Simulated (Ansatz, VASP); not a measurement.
**Two plane-wave programs on I**

```
I
1.0
     4.36017    0.00000    0.00000
    -2.18009    3.77602    0.00000
     0.00000    0.00000   10.63457
I
4
Direct
  0.33333 0.66667 0.37881
  0.66667 0.33333 0.87881
  0.66667 0.33333 0.62119
  0.33333 0.66667 0.12119
```

Alike in both runs: task relaxation of cell and atoms; functional PBEsol; k mesh 12 × 12 × 6; occupations gaussian, width 0.1 eV; no spin polarisation.

```csv
,VASP,Ansatz
version,VASP 6.6.1,Ansatz 0.2.0
potentials or method,"VASP PAW PBE potentials, release 64 (I), cutoff 600 eV","scalar-relativistic, plane waves, PAW"
valence electrons in the cell,28,68
```

|  | VASP | Ansatz | Ansatz less VASP |
| --- | --- | --- | --- |
| gap on the k mesh at the Fermi level, each at its own relaxed structure (eV) | none | none | - |
| relaxed volume (Å³/atom) | 44.31 | 44.40 | +0.089 |
| relaxed length of the cell vector where the two differ most in proportion (Å) | 4.393 | 4.399 | +0.0056 |

VASP's potentials were made for PBE, not for PBEsol. A gap of «none» marks a metal or a gap that the smearing closes. VASP's potentials hold 28 valence electrons a cell and Ansatz's 68, so a difference there can come from the potentials and not from the codes.

Spin-orbit coupling is off throughout.
